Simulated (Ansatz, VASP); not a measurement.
## One calculation of Ti, two programs

```
CELL_PARAMETERS angstrom
2.82768 0.00000 0.00000
-1.41384 2.44885 0.00000
0.00000 0.00000 4.47604
ATOMIC_POSITIONS crystal
Ti 0.25265 0.66667 0.25000
Ti 0.74735 0.33333 0.75000
```

Change from the starting cell: mode 4 frozen in at -0.234 Å, equal normal strain along x, y and z -0.0250.

Alike in both runs: task single point; functional PBEsol; k mesh 18 × 18 × 10; occupations gaussian, width 0.15 eV; no spin polarisation.

|  | VASP | Ansatz |
| --- | --- | --- |
| version | VASP 6.6.1 | Ansatz 0.2.0 |
| potentials or method | VASP PAW PBE potentials, release 64 (Ti_sv), cutoff 520 eV | scalar-relativistic, plane waves, PAW |
| valence electrons in the cell | 24 | 24 |

Ansatz gave:

```
gap on the k mesh at the Fermi level (eV)                     : none
pressure (GPa)                                                : 8.5
traceless stress, the component that is largest in VASP (GPa) : 4.34
rms of the force components (eV/Å)                            : 0.191
```

Task: What did VASP give for the same quantities?

Result: gap on the k mesh at the Fermi level (eV): none; pressure (GPa): 8.0; traceless stress, the component that is largest in VASP (GPa): 4.27; rms of the force components (eV/Å): 0.195.

VASP's potentials were made for PBE, not for PBEsol, and Ansatz warns of the same on its side. Atom by atom the forces differ by 0.006 eV/Å (rms over components). A gap of «none» marks a metal or a gap that the smearing closes.
